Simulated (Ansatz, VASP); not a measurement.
## ZrAl3N4: VASP beside Ansatz

```
CELL_PARAMETERS angstrom
3.03648 -4.24083 0.00000
3.03648 4.24083 0.00000
0.00000 0.00000 2.97293
ATOMIC_POSITIONS crystal
Zr 0.50000 0.50000 0.50000
Al 0.00000 0.50000 0.00000
Al 0.50000 0.00000 0.00000
Al 0.00000 0.00000 0.50000
N 0.77470 0.77470 0.00000
N 0.22530 0.22530 0.00000
N 0.76055 0.23945 0.50000
N 0.23945 0.76055 0.50000
```

Alike in both runs: task single point; functional PBE; k mesh 4 × 4 × 6; occupations gaussian, width 0.1 eV; collinear spin.

```csv
,VASP,Ansatz
version,VASP 6.6.1,Ansatz 0.2.0
potentials or method,"VASP PAW PBE potentials, release 64 (Zr_sv, Al, N), cutoff 520 eV","scalar-relativistic, plane waves, PAW"
valence electrons in the cell,41,41
```

```csv
,VASP,Ansatz,Ansatz less VASP
gap on the k mesh at the Fermi level (eV),none,none,-
pressure (GPa),-0.1,0.0,+0.06
rms of the force components (eV/Å),0.008,0.000,-0.0076
net moment per atom (μB),0.00,0.00,0.000
```

Atom by atom the forces differ by 0.008 eV/Å (rms over components). A gap of «none» marks a metal or a gap that the smearing closes. Ansatz's warnings: seeded moment not kept.
